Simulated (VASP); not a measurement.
Write the native input for VASP 6.6.1 that does the following.

```yaml
Task: single point
Functional: RPBE
Potentials_or_basis: VASP PAW PBE potentials, release 64 (Pd)
Cutoff: 520 eV
k_mesh: 7 × 7 × 7
Occupations: fermi-dirac, width 0.05 eV
Spin: no spin polarisation
Dipole_correction: no
Further_INCAR_settings: ALGO = Normal; EDIFF = 1e-07; NBANDS = 11
```

The structure of Pd lies in POSCAR:

```
Pd
1.0
    0.0000000000      1.9465000000      1.9465000000
    1.9465000000      0.0000000000      1.9465000000
    1.9465000000      1.9465000000      0.0000000000
Pd
1
Direct
    0.0000000000      0.0000000000      0.0000000000
```

The input as run:

INCAR

```
  PREC = Accurate
  ENCUT = 520
  EDIFF = 1E-7
  ISMEAR = -1
  SIGMA = 0.05
  LREAL = False
  LASPH = True
  NELM = 100
  ALGO = Normal
  ISIF = 2
  LWAVE = False
  LCHARG = True
  GGA = RP
  LELF = True
  LVHAR = True
  NBANDS = 11
```

KPOINTS

```
regular mesh
0
Gamma
  7 7 7
```

Potentials or basis: VASP PAW PBE potentials, release 64 (Pd).

Run with:

```bash
$ cat potpaw_PBE.64/Pd/POTCAR > POTCAR
$ mpirun -np 1 vasp_std > vasp.out
```

It gave:

```yaml
Pressure: 12.3 GPa
Band_gap_on_the_k_mesh: zero (band 5 reaches 10.07 eV, above the bottom of band 6 at 8.63 eV)
```

Caveat: the k points lie up to 0.40 Å⁻¹ apart; the PAW data sets were made with another functional, which shifts forces and pressure a little.

Run time: 7.1 s on 1 thread of Intel Xeon 8259CL, on a shared host, peak memory 0.12 GiB.
